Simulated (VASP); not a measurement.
Input of a VASP 6.6.1 run:

Contents of POSCAR:

```
PbI2
1.0
    4.5550000000      0.0000000000      0.0000000000
   -2.2775000000      3.9447460000      0.0000000000
    0.0000000000      0.0000000000      6.9770000000
Pb I
1 2
Direct
    0.0000000000      0.0000000000      0.0000000000
    0.3333333333      0.6666666667      0.2650000000
    0.6666666667      0.3333333333      0.7350000000
```

The input INCAR.step1:

```
PREC     = Accurate       # precision mode
ENCUT    = 550            # plane-wave cutoff, eV
ISMEAR   = 0              # smearing method
SIGMA    = 0.01           # smearing width, eV
LREAL    = False          # projectors in reciprocal space
LASPH    = True           # aspherical terms in the spheres
NELM     = 120            # most SCF steps
NBANDS   = 21             # bands
GGA      = PE             # functional
ALGO     = Normal         # electronic algorithm
EDIFF    = 1E-5           # SCF threshold, eV
LWAVE    = True           # write WAVECAR
LCHARG   = False          # write CHGCAR
GGA_COMPAT= False
```

INCAR.step2

```
PREC     = Accurate       # precision mode
ENCUT    = 550            # plane-wave cutoff, eV
EDIFF    = 1E-6           # SCF threshold, eV
ISMEAR   = 0              # smearing method
SIGMA    = 0.01           # smearing width, eV
LREAL    = False          # projectors in reciprocal space
LASPH    = True           # aspherical terms in the spheres
NELM     = 120            # most SCF steps
ALGO     = Normal         # electronic algorithm
ISIF     = 2              # what is computed and relaxed
LWAVE    = False          # write WAVECAR
LCHARG   = False          # write CHGCAR
METAGGA  = R2SCAN         # meta-GGA
LMIXTAU  = True         
NBANDS   = 21             # bands
ISTART   = 1            
GGA_COMPAT= False
```

Contents of KPOINTS:

```
Automatic mesh
0
Gamma
  3 3 2
```

Potentials or basis: VASP PAW PBE potentials, release 64 (Pb_d, I).

Command:

```bash
$ cat potpaw_PBE.64/Pb_d/POTCAR potpaw_PBE.64/I/POTCAR > POTCAR
$ cp INCAR.step1 INCAR
$ mpirun -np 1 vasp_std > vasp.out
$ cp INCAR.step2 INCAR
$ mpirun -np 1 vasp_std > vasp.out
```

Q: Estimate the largest force.

A: 0.084 eV/Å.

Q: Predict the band gap on the k mesh.

A: 2.61 eV.

Q: Estimate the pressure.

A: 1.3 GPa.

Forces in eV/Å, atoms in the order of the input:
```
Pb   0.000  0.000  0.000
I    0.000  0.000  0.084
I    0.000  0.000 -0.084
```

Caveat: the k points lie up to 0.53 Å⁻¹ apart; the PAW data sets were made with another functional, which shifts forces and pressure a little; spin-orbit coupling is left out, which moves the levels of the heavy elements; an odd mesh through Γ misses points on the zone boundary, where band edges can lie. r2SCAN opens gaps a little over a GGA but as a rule still falls short of measured ones.
